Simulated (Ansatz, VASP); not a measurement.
## Cu: VASP beside Ansatz

The input POSCAR:

```
Cu
1.0
   -1.4471553690      1.4337440392      1.3601266570
    1.4472463215     -1.4399025159      1.3666790560
    1.4638359032      1.4565830501     -1.3665836942
Cu
1
Direct
   -0.0017728543     -0.0219278576      0.0249258529
```

INCAR.step1

```
ALGO = Normal
EDIFF = 1E-4
ENCUT = 520
GGA = PE
ISMEAR = 0
LASPH = T
LCHARG = F
LREAL = F
LWAVE = T
NBANDS = 12
NELM = 60
PREC = Accurate
SIGMA = 0.1
```

INCAR.step2

```
ALGO = Normal
EDIFF = 1E-6
ENCUT = 520
ISIF = 2
ISMEAR = 0
ISTART = 1
LASPH = T
LCHARG = T
LELF = T
LMIXTAU = T
LREAL = F
LVHAR = T
LWAVE = F
METAGGA = R2SCAN
NBANDS = 12
NELM = 60
PREC = Accurate
SIGMA = 0.1
```

Contents of KPOINTS:

```
k-points
0
Gamma
  6 6 6
```

Input for Ansatz:

```yaml
crystal:
  lattice:
    - [-1.447155369, 1.4337440392, 1.360126657]
    - [1.4472463215, -1.4399025159, 1.366679056]
    - [1.4638359032, 1.4565830501, -1.3665836942]
  atoms:
    - { symbol: Cu, position: [-0.0017728543, -0.0219278576, 0.0249258529] }
basis:
  ecutwfc: 500
kpoints:
  mp_grid: { grid: [6, 6, 6] }
hamiltonian:
  xc: r2scan
scf:
  occupations: { method: gaussian, width: 0.1 }
output:
  forces: true
  stress: true
  eigenvalues: true
```

Change from the starting cell: kmesh displaced: [6, 6, 6] Gamma-centred.

Alike in both runs: task single point; functional r2SCAN; k mesh 6 × 6 × 6; occupations gaussian, width 0.1 eV; no spin polarisation.

```csv
,VASP,Ansatz
version,VASP 6.6.1,Ansatz 0.2.0
potentials or method,"VASP PAW PBE potentials, release 64 (Cu), cutoff 520 eV","scalar-relativistic, plane waves, PAW"
valence electrons in the cell,11,19
```

Ansatz gave:

| Item | Value |
| --- | --- |
| gap on the k mesh at the Fermi level (eV) | none |
| pressure (GPa) | 0.7 |
| traceless stress, the component that is largest in VASP (GPa) | 0.43 |

Q: Estimate VASP's values.

A: gap on the k mesh at the Fermi level (eV): none; pressure (GPa): 1.3; traceless stress, the component that is largest in VASP (GPa): 0.44.

VASP's potentials were made for PBE, not for r2SCAN. A gap of «none» marks a metal or a gap that the smearing closes. With one functional, cell and mesh, what is left measures potentials, basis and numerics. VASP's potentials hold 11 valence electrons a cell and Ansatz's 19, so a difference there can come from the potentials and not from the codes.

The k mesh is coarse, so the values compare programs but aren't converged.
